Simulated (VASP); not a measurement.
Wanted: the native input for a VASP 6.6.1 run.

* Task: single point
* Functional: PBE
* Potentials or basis: VASP PAW PBE potentials, release 64 (Mo_sv, W_sv)
* Cutoff: 500 eV
* k mesh: 7 × 7 × 3
* Occupations: gaussian, width 0.2 eV
* Spin: no spin polarisation
* Dipole correction: no
* Further INCAR settings: ALGO = Normal; EDIFF = 1e-06; NBANDS = 36

The structure of MoW3 lies in POSCAR:

```
MoW3
1.0
    2.6363194141      0.0000000000      0.0000000000
    0.0000000000      2.6363194141      0.0000000000
    0.0000000000      0.0000000000     10.4352763482
Mo W
1 3
Direct
    0.0000000000      0.0000000000      0.0000000000
    0.0000000000      0.0000000000      0.7514150222
    0.0000000000      0.0000000000      0.2485849778
    0.0000000000      0.0000000000      0.5000000000
```

The cell was generated, and may not be a known phase.

These files were run (other wordings do the same):

INCAR

```
SYSTEM = MoW3
  PREC = Accurate
  ENCUT = 500
  EDIFF = 1E-6
  ISMEAR = 0
  SIGMA = 0.2
  LREAL = .False.
  LASPH = .True.
  NELM = 120
  ALGO = Normal
  ISIF = 2
  LWAVE = .False.
  LCHARG = .True.
  GGA = PE
  LELF = .True.
  LVHAR = .True.
  NBANDS = 36
  GGA_COMPAT = .False.
```

KPOINTS

```
Automatic mesh
0
Gamma
  7 7 3
  0 0 0
```

Potentials or basis: VASP PAW PBE potentials, release 64 (Mo_sv, W_sv).

Run with:

```console
$ cat potpaw_PBE.64/Mo_sv/POTCAR potpaw_PBE.64/W_sv/POTCAR > POTCAR
$ mpirun -np 1 vasp_std > vasp.out
```

Results of the run:

The pressure is 0.3 GPa. The band gap on the k mesh is zero (bands 28 and 29 overlap by 1.65 eV).

Caveat: spin-orbit coupling is left out, which moves the levels of the heavy elements.

Wall time 64 s on 1 thread of Intel Xeon 8259CL (shared host), peak memory 0.17 GiB.
